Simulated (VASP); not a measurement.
Write the native input for VASP 6.6.1 that does the following.

```
Task                   : single point
Functional             : PBE
Potentials or basis    : VASP PAW PBE potentials, release 64 (Sc_sv, Ta_pv, O)
Cutoff                 : 520 eV
k mesh                 : 6 × 6 × 4
Occupations            : gaussian, width 0.1 eV
Spin                   : no spin polarisation
Dipole correction      : no
Further INCAR settings : ALGO = Normal; EDIFF = 1e-07; NBANDS = 30
```

The structure of Sc2TaO2 lies in POSCAR:

```
Sc2TaO2
1.0
    4.5663266109      0.0000000000      0.0000000000
   -2.2831633055      3.9545548470      0.0000000000
    0.0000000000      0.0000000000      3.9676503313
Sc Ta O
2 1 2
Direct
    0.3333333333      0.6666666667      0.2695681279
    0.6666666667      0.3333333333      0.2695681279
    0.0000000000      0.0000000000      0.7695754654
    0.3333333333      0.6666666667      0.7695733694
    0.6666666667      0.3333333333      0.7695733694
```

The cell was built from a structure type or drawn by symmetry, and may not be a known phase.

The input as run:

INCAR

```
  ALGO = Normal
  EDIFF = 1E-7
  ENCUT = 520
  GGA = PE
  ISIF = 2
  ISMEAR = 0
  LASPH = T
  LCHARG = F
  LREAL = F
  LWAVE = F
  NBANDS = 30
  NELM = 80
  PREC = Accurate
  SIGMA = 0.1
```

KPOINTS

```
k-points
0
Gamma
  6 6 4
```

Potentials or basis: VASP PAW PBE potentials, release 64 (Sc_sv, Ta_pv, O).

Run with:

```bash
$ cat potpaw_PBE.64/Sc_sv/POTCAR potpaw_PBE.64/Ta_pv/POTCAR potpaw_PBE.64/O/POTCAR > POTCAR
$ mpirun -np 1 vasp_std > vasp.out
```

Results of the run:

| Quantity | Value |
| --- | --- |
| Pressure | 0.3 GPa |
| Band gap on the k mesh | zero (an odd number of electrons rules out a gap without spin polarisation) |

Caveat: the k points lie up to 0.40 Å⁻¹ apart, too coarse for converged energies and pressures of a metal; spin-orbit coupling is left out, which moves the levels of the heavy elements; an odd number of electrons without spin polarisation forces a metal; a magnetic or distorted state may lie lower.

Run time: 62 s on 1 thread of Intel Xeon 8259CL, with other jobs on the host, peak memory 0.21 GiB.
